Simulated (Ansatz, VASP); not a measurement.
# Co in VASP and in Ansatz

```xyz
2
Lattice="-2.7287 2.3754 1.1510 2.3754 -2.7287 1.1510 1.9953 1.9953 -1.7982" Properties=species:S:1:pos:R:3 pbc="T T T"
Co   -2.6728    2.3194    1.1510
Co   -0.5110    2.1529    0.2520
```

Alike in both runs: task single point; functional LDA; k mesh 21 × 21 × 15; occupations fermi-dirac, width 0.1 eV; no spin polarisation.

|  | VASP | Ansatz |
| --- | --- | --- |
| version | VASP 6.6.1 | Ansatz 0.2.0 |
| potentials or method | VASP PAW LDA potentials, release 64 (Co), cutoff 520 eV | plane waves (420 eV) with PAW, scalar-relativistic |
| valence electrons in the cell | 18 | 34 |

```csv
,VASP,Ansatz,Ansatz less VASP
pressure (GPa),-0.9,0.0,+0.91
"traceless stress, the component that is largest in VASP (GPa)",0.11,0.04,-0.073
```

Ansatz warns that its potentials were made for another functional, while VASP's fit it. LDA's correlation is that of Perdew and Zunger in VASP and of Perdew and Wang (1992) in Ansatz. VASP's potentials hold 18 valence electrons a cell and Ansatz's 34, so a difference there can come from the potentials and not from the codes.
